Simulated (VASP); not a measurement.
LiBN, 6 atoms in the cell. Symmetry: Pmmn, No. 59, orthorhombic system. The conventional cell has a = 2.798 Å, b = 3.216 Å, c = 6.798 Å, α = 90.00°, β = 90.00°, γ = 90.00°. Li (site symmetry mm2) has 4 N at 1.65 to 1.66 Å and 2 B at 2.23 Å within 2.3 Å. N (site symmetry mm2) has 4 Li at 1.65 to 1.66 Å and 4 N at 2.18 Å within 2.2 Å. Within 3.5 Å of B (site symmetry mm2) lie 4 Li at 2.23 to 3.43 Å and 5 N at 2.62 to 3.02 Å and 8 B at 2.80 to 3.22 Å. 

- Program: VASP 6.6.1
- Task: relaxation of the atoms
- Functional: PBE
- Potentials or basis: VASP PAW PBE potentials, release 64 (Li_sv, N, B)
- Cutoff: 520 eV
- k mesh: 7 × 8 × 3
- Occupations: methfessel-paxton, width 0.1495 eV
- Spin: no spin polarisation
- Dipole correction: no
- Further INCAR settings: ALGO = Normal; EDIFF = 1e-07; IBRION = 2; EDIFFG = -0.03; NSW = 100

Potentials or basis: VASP PAW PBE potentials, release 64 (Li_sv, N, B).

Command:

```sh
$ cat potpaw_PBE.64/Li_sv/POTCAR potpaw_PBE.64/N/POTCAR potpaw_PBE.64/B/POTCAR > POTCAR
$ mpirun -np 1 vasp_std > vasp.out
```

Hardware: 1 thread of Intel(R) Xeon(R) 6975P-C (Granite Rapids), with other jobs on the host.

Problem. How long does it take, and how much memory?

Solution. Run time: 2.6 min on 1 thread of Intel(R) Xeon(R) 6975P-C (Granite Rapids), on a shared host, peak memory 0.19 GiB. Counts: scf iterations 155, k points 40, ion steps 15.
